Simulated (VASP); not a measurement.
Set up this calculation in VASP 6.6.1, as the native input.

| Item | Value |
| --- | --- |
| Task | relaxation of cell and atoms |
| Functional | r2SCAN |
| Potentials or basis | VASP PAW PBE potentials, release 64 (La) |
| Cutoff | 600 eV |
| k mesh | 11 × 11 × 11 |
| Occupations | fermi-dirac, width 0.1 eV |
| Spin | no spin polarisation |
| Target pressure | 30 GPa |
| Dipole correction | no |
| Further INCAR settings | ALGO = Normal; EDIFF = 1e-06; IBRION = 2; EDIFFG = -0.03; NSW = 50; ISIF = 3 |

Crystal: La.

```
La
1.0
    -2.12383    2.12383    2.12383
     2.12383   -2.12383    2.12383
     2.12383    2.12383   -2.12383
La
1
Direct
  0.00000 0.00000 0.00000
```

These files were run (other wordings do the same):

POSCAR

```
La
1.0
   -2.1238310700      2.1238310700      2.1238310700
    2.1238310700     -2.1238310700      2.1238310700
    2.1238310700      2.1238310700     -2.1238310700
La
1
Direct
    0.0000000000      0.0000000000      0.0000000000
```

INCAR.step1

```
SYSTEM = La
ALGO = Normal
EDIFF = 1E-4
ENCUT = 600
GGA = PE
ISMEAR = -1
LASPH = .True.
LCHARG = .False.
LREAL = .False.
LWAVE = .True.
NELM = 60
PREC = Accurate
SIGMA = 0.1
```

INCAR.step2

```
SYSTEM = La
ALGO = Normal
EDIFF = 1E-6
EDIFFG = -0.03
ENCUT = 600
IBRION = 2
ISIF = 3
ISMEAR = -1
ISTART = 1
LASPH = .True.
LCHARG = .False.
LMIXTAU = .True.
LREAL = .False.
LWAVE = .False.
METAGGA = R2SCAN
NELM = 60
NSW = 50
PREC = Accurate
PSTRESS = 300.0
SIGMA = 0.1
```

KPOINTS

```
k-points
0
Gamma
  11 11 11
  0 0 0
```

Potentials or basis: VASP PAW PBE potentials, release 64 (La).

Run with:

```sh
$ cat potpaw_PBE.64/La/POTCAR > POTCAR
$ cp INCAR.step1 INCAR
$ mpirun -np 1 vasp_std > vasp.out
$ cp INCAR.step2 INCAR
$ mpirun -np 1 vasp_std > vasp.out
```

It gave:

| Quantity | Value |
| --- | --- |
| Relaxed volume | 21.89 Å³/atom |
| Relaxed cell | a = 3.052 Å, b = 3.052 Å, c = 3.052 Å, α = 109.47°, β = 109.47°, γ = 109.47° |
| Space group after relaxing (to 0.05 Å) | Im-3m (No. 229) |
| Energy change on relaxing (the enthalpy is what falls) | +1026.6 meV/atom |
| Ionic steps | 7 |
| Pressure after relaxing | 30.0 GPa |

Caveat: the cell is relaxed towards a set pressure, so the enthalpy falls and the energy may rise; the volume moved by over 15 % at a fixed basis, so the end points are rough; the PAW data sets were made with another functional, which shifts forces and pressure a little.

It took 13 min on 1 thread of Intel Xeon 6975P-C, with other jobs on the host, peak memory 0.25 GiB.
